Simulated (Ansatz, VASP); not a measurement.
**Bi: VASP beside Ansatz**

The input INCAR:

```
PREC = Accurate ; ENCUT = 520
EDIFF = 1E-7 ; ISMEAR = -1
SIGMA = 0.05 ; LREAL = False
LASPH = True ; NELM = 100
ALGO = Normal ; ISIF = 2
LWAVE = False ; LCHARG = True
GGA = PS ; LELF = True
LVHAR = True ; NBANDS = 14
```

Contents of KPOINTS:

```
Automatic mesh
0
Gamma
  8 8 8
```

The input POSCAR:

```
Bi
1.0
   -1.9814305318      1.9814305318      2.0012448371
    1.9814305318     -1.9814305318      2.0012448371
    1.9814305318      1.9814305318     -2.0012448371
Bi
1
Direct
    0.0000000000      0.0000000000      0.0000000000
```

Contents of input.yaml:

```yaml
crystal:
  lattice:
    - [-1.9814305318, 1.9814305318, 2.0012448371]
    - [1.9814305318, -1.9814305318, 2.0012448371]
    - [1.9814305318, 1.9814305318, -2.0012448371]
  atoms:
    - { symbol: Bi, position: [0.0, 0.0, 0.0] }
hamiltonian:
  xc: pbesol
  pseudopotentials: { kind: paw }
kpoints:
  mp_grid: { grid: [8, 8, 8] }
  band_path:
    path:
      - [[0.0, 0.0, 0.0], [0.0, 0.0, 0.5], [-0.4901480247, 0.4901480247, 0.5], [-0.4950740124, 0.4950740124, 0.4950740124], [0.0, 0.0, 0.0], [0.5, 0.5, -0.5], [0.4950740124, 0.5049259876, -0.4950740124], [0.0, 0.5, 0.0], [0.25, 0.25, 0.25], [0.5, 0.5, -0.4901480247], [0.5, 0.5, -0.5]]
      - [[0.0, 0.0, 0.5], [0.25, 0.25, 0.25]]
    npoints: 14
scf:
  occupations: { method: fermi_dirac, width: 0.05 }
  n_extra_bands: 6
output:
  forces: true
  stress: true
  eigenvalues: true
  fatbands: true
```

Alike in both runs: functional PBEsol; k mesh 8 × 8 × 8; occupations fermi-dirac, width 0.05 eV; no spin polarisation.

|  | VASP | Ansatz |
| --- | --- | --- |
| version | VASP 6.6.1 | Ansatz 0.2.0 |
| potentials or method | VASP PAW PBE potentials, release 64 (Bi_d) | Ansatz PAW |
| plane-wave cutoff (eV) | 520 | 420 |
| valence electrons in the cell | 15 | 15 |
| task | single point | band structure |

```csv
,VASP,Ansatz,Ansatz less VASP
gap on the k mesh at the Fermi level (eV),none,none,-
pressure (GPa),-2.8,-2.7,+0.06
"traceless stress, the component that is largest in VASP (GPa)",-0.44,-0.44,-0.001
```

VASP's potentials were made for PBE, not for PBEsol. A gap of «none» marks a metal or a gap that the smearing closes.

Spin-orbit coupling is off throughout.
